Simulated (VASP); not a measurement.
Set up this calculation in VASP 6.6.1, as the native input.

* Task: single point
* Functional: PBE
* Potentials or basis: VASP PAW PBE potentials, release 64 (Pb_d, Se)
* Cutoff: 520 eV
* k mesh: 6 × 6 × 6
* Occupations: methfessel-paxton, width 0.1 eV
* Spin: no spin polarisation
* Dipole correction: no
* Further INCAR settings: ALGO = Normal; EDIFF = 1e-06; NBANDS = 17

The structure of PbSe lies in POSCAR:

```
PbSe
1.0
    3.7843220000      0.0000000000      0.0000000000
    0.0000000000      3.7843220000      0.0000000000
    0.0000000000      0.0000000000      3.7843220000
Pb Se
1 1
Direct
    0.0000000000      0.0000000000      0.0000000000
    0.5000000000      0.5000000000      0.5000000000
```

One way to write it, as run:

INCAR

```
ALGO = Normal
EDIFF = 1E-6
ENCUT = 520
GGA = PE
ISIF = 2
ISMEAR = 1
LASPH = T
LCHARG = T
LELF = T
LREAL = F
LVHAR = T
LWAVE = F
NBANDS = 17
NELM = 100
PREC = Accurate
SIGMA = 0.1
```

KPOINTS

```
k-points
0
Gamma
  6 6 6
```

Potentials or basis: VASP PAW PBE potentials, release 64 (Pb_d, Se).

The run is started by

```console
$ cat potpaw_PBE.64/Pb_d/POTCAR potpaw_PBE.64/Se/POTCAR > POTCAR
$ mpirun -np 1 vasp_std > vasp.out
```

It gave:

```
Pressure               : -0.1 GPa
Band gap on the k mesh : zero (band 10 reaches 5.46 eV, above the bottom of band 11 at 4.75 eV)
```

Caveat: spin-orbit coupling is left out, which moves the levels of the heavy elements.

It took 13 s on 1 thread of Intel(R) Xeon(R) Platinum 8488C (Sapphire Rapids), on a shared host, peak memory 0.16 GiB.
